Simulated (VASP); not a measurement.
# HfB (I4/mmm) in VASP: single point with PBEsol

Aim: the single point of HfB with PBEsol.

Program: VASP 6.6.1. These are calculated values, not measurements. Logs are shortened: lines on timing, memory, paths and dates and some standing lists are left out, and cuts for length are marked.

## 1. The cell of the first run

The structure is tetragonal, space group I4/mmm (No. 139). Conventional cell: a = 3.487 Å, b = 3.487 Å, c = 4.702 Å, α = 90.00°, β = 90.00°, γ = 90.00°. Within 3.1 Å of Hf (site symmetry 4/mmm) lie 6 B at 2.35 to 2.47 Å. B (site symmetry 4/mmm) has 6 Hf at 2.35 to 2.47 Å within 3.1 Å.

## 2. Single point, PBEsol (biaxial strain in the a-b plane: +3.0 %)

INCAR

```
SYSTEM = HfB
ALGO     = Normal         ! electronic algorithm
EDIFF    = 1E-6           ! SCF threshold, eV
ENCUT    = 520            ! plane-wave cutoff, eV
GGA      = PS             ! functional
ISIF     = 2              ! what is computed and relaxed
ISMEAR   = 0              ! smearing method
LASPH    = .True.         ! aspherical terms in the spheres
LCHARG   = .False.        ! write CHGCAR
LREAL    = .False.        ! projectors in reciprocal space
LWAVE    = .False.        ! write WAVECAR
NBANDS   = 21             ! bands
NELM     = 60             ! most SCF steps
PREC     = Accurate       ! precision mode
SIGMA    = 0.1            ! smearing width, eV
```

KPOINTS

```
k-points
0
Gamma
  16 16 12
  0 0 0
```

POSCAR

```
HfB
1.0
    2.4657661363      2.4657661363      0.0000000000
   -2.4657661363      2.4657661363      0.0000000000
    0.0000000000      0.0000000000      4.7017132929
Hf B
2 2
Direct
    0.5000000000      0.5000000000      0.0000000000
    0.0000000000      0.0000000000      0.5000000000
    0.0000000000      0.0000000000      0.0000000000
    0.5000000000      0.5000000000      0.5000000000
```

Potentials or basis: VASP PAW PBE potentials, release 64 (Hf_pv, B).

The run is started by

```
$ cat potpaw_PBE.64/Hf_pv/POTCAR potpaw_PBE.64/B/POTCAR > POTCAR
$ mpirun -np 1 vasp_std > vasp.out
```

OUTCAR:

```text
SYSTEM = HfB
   EDIFF = 1E-6
   ENCUT = 520
   GGA = PS
   ISIF = 2
   ISMEAR = 0
   LASPH = .True.
   LREAL = .False.
   NELM = 60
   PREC = Accurate

 ion  position               nearest neighbor table
   1  0.500  0.500  0.000-   4 2.35   4 2.35   3 2.47   3 2.47   3 2.47   3 2.47   2 3.41   2 3.41
                             2 3.41   2 3.41   2 3.41   2 3.41   2 3.41   2 3.41
   2  0.000  0.000  0.500-   3 2.35   3 2.35   4 2.47   4 2.47   4 2.47   4 2.47   1 3.41   1 3.41
                             1 3.41   1 3.41   1 3.41   1 3.41   1 3.41   1 3.41
   3  0.000  0.000  0.000-   2 2.35   2 2.35   1 2.47   1 2.47   1 2.47   1 2.47
   4  0.500  0.500  0.500-   1 2.35   1 2.35   2 2.47   2 2.47   2 2.47   2 2.47

  LATTYP: Found a simple tetragonal cell.
 ALAT       =     3.4871199116
 C/A-ratio  =     1.3483084643

  Lattice vectors:

 A1 = (   2.4657661363,   2.4657661363,   0.0000000000)
 A2 = (  -2.4657661363,   2.4657661363,   0.0000000000)
 A3 = (   0.0000000000,   0.0000000000,   4.7017132929)

Analysis of symmetry for initial positions (statically):
=====================================================================
 Subroutine PRICEL returns following result:

  LATTYP: Found a body centered tetragonal cell.
 ALAT       =     3.4871199116
 C/A-ratio  =     1.3483084643

  Lattice vectors:

 A1 = (   0.0000000000,  -2.4657661363,  -2.3508566464)
 A2 = (   0.0000000000,   2.4657661363,  -2.3508566465)
 A3 = (   2.4657661363,   0.0000000000,   2.3508566464)

   2 primitive cells build up your supercell.

 Routine SETGRP: Setting up the symmetry group for a
 simple tetragonal supercell.

 Subroutine GETGRP returns: Found 16 space group operations
 (whereof 16 operations were pure point group operations)
 out of a pool of 16 trial point group operations.

The static configuration has the point symmetry D_4h.

Analysis of symmetry for dynamics (positions and initial velocities):
=====================================================================
 Subroutine PRICEL returns following result:

  LATTYP: Found a body centered tetragonal cell.
 ALAT       =     3.4871199116
 C/A-ratio  =     1.3483084643

  Lattice vectors:

 A1 = (   0.0000000000,  -2.4657661363,  -2.3508566464)
 A2 = (   0.0000000000,   2.4657661363,  -2.3508566465)
 A3 = (   2.4657661363,   0.0000000000,   2.3508566464)

   2 primitive cells build up your supercell.

 Routine SETGRP: Setting up the symmetry group for a
 simple tetragonal supercell.

 Subroutine GETGRP returns: Found 16 space group operations
 (whereof 16 operations were pure point group operations)
 out of a pool of 16 trial point group operations.

The dynamic configuration has the point symmetry D_4h.

 Subroutine INISYM returns: Found 16 space group operations
 (whereof 16 operations are pure point group operations),
 and found     2 'primitive' translations

----------------------------------------------------------------------------------------

                                     Primitive cell

  volume of cell :      28.5864

  direct lattice vectors                    reciprocal lattice vectors
     0.000000000 -2.465766136 -2.350856646     0.202776732 -0.202776732 -0.212688426
     0.000000000  2.465766136 -2.350856646     0.202776732  0.202776732 -0.212688426
     2.465766136  0.000000000  2.350856646     0.405553465  0.000000000  0.000000000

  length of vectors
     3.406835718  3.406835718  3.406835718     0.357033854  0.357033854  0.405553465

  position of ions in fractional coordinates (direct lattice)
     0.500000000  0.500000000  0.000000000
     1.000000000  1.000000000  0.000000000

  ion indices of the primitive-cell ions
   primitive index   ion index
                 1           1
                 2           4

----------------------------------------------------------------------------------------

 KPOINTS: k-points

Automatic generation of k-mesh.
 Grid dimensions read from file:
 generate k-points for:   16   16   12

 Generating k-lattice:

  Cartesian coordinates                     Fractional coordinates (reciprocal lattice)
     0.012673546  0.012673546  0.000000000     0.062500000  0.000000000  0.000000000
    -0.012673546  0.012673546  0.000000000     0.000000000  0.062500000  0.000000000
     0.000000000  0.000000000  0.017724036     0.000000000  0.000000000  0.083333333

  Length of vectors
     0.017923100  0.017923100  0.017724036

  Shift w.r.t. Gamma in fractional coordinates (k-lattice)
     0.000000000  0.000000000  0.000000000

 Subroutine IBZKPT returns following result:
 ===========================================

 Found    315 irreducible k-points:

 Following reciprocal coordinates:
            Coordinates               Weight
  0.000000  0.000000  0.000000      1.000000
  0.062500  0.000000  0.000000      4.000000
  0.125000  0.000000  0.000000      4.000000
  0.187500  0.000000  0.000000      4.000000
  0.250000  0.000000  0.000000      4.000000
  0.312500  0.000000  0.000000      4.000000
[... 16 lines left out ...]
  0.437500  0.125000  0.000000      8.000000
  0.500000  0.125000  0.000000      4.000000
 [... further k-points ...]
   k-points           NKPTS =    315   k-points in BZ     NKDIM =    315   number of bands    NBANDS=     21
   number of dos      NEDOS =    301   number of ions     NIONS =      4
   total plane-waves  NPLWV =  28224
   dimension x,y,z NGX =    28 NGY =   28 NGZ =   36
   dimension x,y,z NGXF=    56 NGYF=   56 NGZF=   72
   ions per type =               2   2
   NGX,Y,Z   is equivalent  to a cutoff of  13.35, 13.35, 12.73 a.u.
   NGXF,Y,Z  is equivalent  to a cutoff of  26.70, 26.70, 25.46 a.u.
 SYSTEM =  HfB
   PREC   = accura    normal or accurate (medium, high low for compatibility)
   ISTART =      0    job   : 0-new  1-cont  2-samecut
   ICHARG =      2    charge: 1-file 2-atom 10-const
   ISPIN  =      1    spin polarized calculation?
   LNONCOLLINEAR =      F non collinear calculations
   LSORBIT =      F    spin-orbit coupling
   LASPH  =      T    aspherical Exc in radial PAW
   ENCUT  =  520.0 eV  38.22 Ry    6.18 a.u.   6.48  6.48  8.74*2*pi/ulx,y,z
   NELM   =     60;   NELMIN=  2; NELMDL= -5     # of ELM steps
   EDIFF  = 0.1E-05   stopping-criterion for ELM
   LREAL  =      F    real-space projection
   EDIFFG = 0.1E-04   stopping-criterion for IOM
   NSW    =      0    number of steps for IOM
   IBRION =     -1    ionic relax: 0-MD 1-quasi-New 2-CG
   NFREE  =      0    steps in history (QN), initial steepest desc. (CG)
   ISIF   =      2    stress and relaxation
   ISYM   =      2    0-nonsym 1-usesym 2-fastsym
   POTIM  = 0.5000    time-step for ionic-motion
   TEBEG  =    0.0;   TEEND  =   0.0 temperature during run
   PSTRESS=    0.0 pullay stress
   NELECT =      26.0000    total number of electrons
   NUPDOWN=      -1.0000    fix difference up-down
   EMIN   =  10.00;   EMAX   =-10.00  energy-range for DOS
   EFERMI =   0.00;   METHOD = LEGACY
   ISMEAR =     0;   SIGMA  =   0.10  broadening in eV -4-tet -1-fermi 0-gaus
   EFERMI_NEDOS =   21; number of points for ismear=-14 and -15
   IALGO  =     38    algorithm
   IMIX   =      4    mixing-type and parameters
     AMIX     =   0.40;   BMIX     =  1.00
     AMIX_MAG =   1.60;   BMIX_MAG =  1.00
  volume/ion in A,a.u.               =      14.29        96.46
  Fermi-wavevector in a.u.,A,eV,Ry     =   1.258933  2.379039 21.564044  1.584912
  Thomas-Fermi vector in A             =   2.392518
   LORBIT       =      0    0 simple, 1 ext, 2 COOP (PROOUT), +10 PAW based schemes
   GGA     = PS    functional components
   LHFCALC =     F    Hartree Fock is set to
   AEXX    =    0.0000 exact exchange contribution
   IVDW    =     0    specifies the selected vdW correction
   LEPSILON=     F    determine dielectric tensor
   LRPA    =     F    only Hartree local field effects (RPA)
 non-spin polarized calculation
 Gauss-broadening in eV      SIGMA  =   0.10
  energy-cutoff  :      520.00
  volume of cell :       57.17
 maximum number of plane-waves:      1570
 NGX is ok and might be reduce to    28
   NGX = 13   NGY = 13   NGZ = 17

 number of electron      25.9999995 magnetization

 Free energy of the ion-electron system (eV)
  ---------------------------------------------------
  ext. energy  EPLUGINS =         0.00000000
  ---------------------------------------------------
  free energy    TOTEN  =       -36.68922543 eV

  energy without entropy =      -36.67974432  energy(sigma->0) =      -36.68448488

 E-fermi :   4.1011     XC(G=0): -11.7119

 val. band max:        4.0978395356   @ k =   0.3125   0.2500   0.0000
 cond. band min:       4.1021320712   @ k =   0.3125   0.0625   0.0000
 fundamental gap:      0.0042925356
 Fermi energy:         4.1011408800

 k-point     1 :       0.0000    0.0000    0.0000
  band No.  band energies     occupation
      1     -25.3217      2.00000
      2     -25.1177      2.00000
      3     -25.1177      2.00000
      4     -24.9419      2.00000
      5     -24.9419      2.00000
      6     -24.9277      2.00000
[... 13 lines left out ...]
     20       7.8956      0.00000
     21       9.4472      0.00000

 k-point     2 :       0.0625    0.0000    0.0000
  band No.  band energies     occupation
      1     -25.3173      2.00000
      2     -25.1233      2.00000
      3     -25.1152      2.00000
      4     -24.9511      2.00000
      5     -24.9427      2.00000
      6     -24.9309      2.00000
[... 13 lines left out ...]
     20       8.5558      0.00000
     21       9.7145      0.00000

 k-point     3 :       0.1250    0.0000    0.0000
  band No.  band energies     occupation
      1     -25.3045      2.00000
      2     -25.1390      2.00000
      3     -25.1078      2.00000
      4     -24.9776      2.00000
      5     -24.9452      2.00000
      6     -24.9403      2.00000
[... 13 lines left out ...]
     20       9.6568      0.00000
     21      10.3968      0.00000
[... 457 lines left out ...]
 k-point    23 :       0.4375    0.1250    0.0000
  band No.  band energies     occupation
      1     -25.2383      2.00000
      2     -25.2082      2.00000
      3     -25.1428      2.00000
      4     -25.0716      2.00000
      5     -25.0382      2.00000
      6     -25.0061      2.00000
[... 13 lines left out ...]
     20      10.6635      0.00000
     21      11.3005      0.00000

 k-point    24 :       0.5000    0.1250    0.0000
  band No.  band energies     occupation
      1     -25.2303      2.00000
      2     -25.2303      2.00000
      3     -25.1066      2.00000
      4     -25.1066      2.00000
      5     -25.0213      2.00000
      6     -25.0213      2.00000
[... 13 lines left out ...]
     20      10.5164      0.00000
     21      11.4344      0.00000

 [... further k-points ...]

------------------------ aborting loop because EDIFF is reached ----------------------------------------

  FORCE on cell =-STRESS in cart. coord.  units (eV):
  Direction    XX          YY          ZZ          XY          YZ          ZX
  --------------------------------------------------------------------------------------
  -------------------------------------------------------------------------------------
  Total       -3.9980945     -3.9980945      1.5640282      0.0000000      0.0000000      0.0000000
  in kB     -112.0401621   -112.0401621     43.8293715      0.0000000      0.0000000      0.0000000
  external PRESSURE =     -60.0836509 kB  Pullay stress =       0.0000000 kB

 VOLUME and BASIS-vectors are now :
 -----------------------------------------------------------------------------
  energy-cutoff  :      520.00
  volume of cell :       57.17
      direct lattice vectors                 reciprocal lattice vectors
     2.465766136  2.465766136  0.000000000     0.202776732  0.202776732  0.000000000
    -2.465766136  2.465766136  0.000000000    -0.202776732  0.202776732  0.000000000
     0.000000000  0.000000000  4.701713293     0.000000000  0.000000000  0.212688426

 POSITION                                       TOTAL-FORCE (eV/Angst)
 -----------------------------------------------------------------------------------
      0.00000      2.46577      0.00000        -0.000000      0.000000      0.000000
      0.00000      0.00000      2.35086        -0.000000      0.000000      0.000000
      0.00000      0.00000      0.00000         0.000000     -0.000000     -0.000000
      0.00000      2.46577      2.35086         0.000000     -0.000000     -0.000000
 -----------------------------------------------------------------------------------
    total drift:                               -0.000000      0.000000     -0.000000

  FREE ENERGIE OF THE ION-ELECTRON SYSTEM (eV)
  ---------------------------------------------------
  free  energy   TOTEN  =       -36.6892254317 eV

  energy  without entropy=      -36.6797443191  energy(sigma->0) =      -36.68448488
```

Wall time 4.8 min (1 thread of Intel Xeon 8259CL, shared host); peak memory 0.44 GiB.

What came out:

```yaml
Free_energy: -36.6892 eV
Pressure: -6.0 GPa
Band_gap_on_the_k_mesh: zero (bands 13 and 14 overlap by 3.44 eV)
```

Stress tensor (GPa, compression positive):
```
-11.20   0.00   0.00
  0.00 -11.20   0.00
  0.00   0.00   4.38
```

Caveat: the cell differs from its parent crystal (biaxial strain in the a-b plane: +3.0 %); the cell stands under tension; the PAW data sets were made with another functional, which shifts forces and pressure a little; spin-orbit coupling is left out, which moves the levels of the heavy elements.
